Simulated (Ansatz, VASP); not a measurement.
GaSiP in VASP and in Ansatz

```xyz
6
Lattice="3.8579 0.0000 0.0000 0.0000 3.8579 0.0000 0.0000 0.0000 8.2666" Properties=species:S:1:pos:R:3 pbc="T T T"
Ga    1.9289    0.0000    1.6154
Ga    0.0000    1.9289    6.6511
Si    1.9289    0.0000    4.0302
Si    0.0000    1.9289    4.2364
P     0.0000    0.0000    0.0000
P     1.9289    1.9289    0.0000
```

Alike in both runs: functional PBE; k mesh 6 × 6 × 4; occupations gaussian, width 0.1 eV; no spin polarisation.

Ansatz relaxed the structure, and its values are those at the end. VASP's run is a single point on that final structure, the one shown.

|  | VASP | Ansatz |
| --- | --- | --- |
| version | VASP 6.6.1 | Ansatz 0.2.0 |
| potentials or method | VASP PAW PBE potentials, release 64 (Ga_d, Si, P), cutoff 520 eV | scalar-relativistic, plane waves, PAW |
| valence electrons in the cell | 44 | 44 |

```tsv
	VASP	Ansatz	Ansatz less VASP
gap on the k mesh at the Fermi level (eV)	none	none	-
pressure (GPa)	-0.1	-0.1	-0.01
rms of the force components (eV/Å)	0.010	0.010	-0.0006
```

A gap of «none» marks a metal or a gap that the smearing closes.
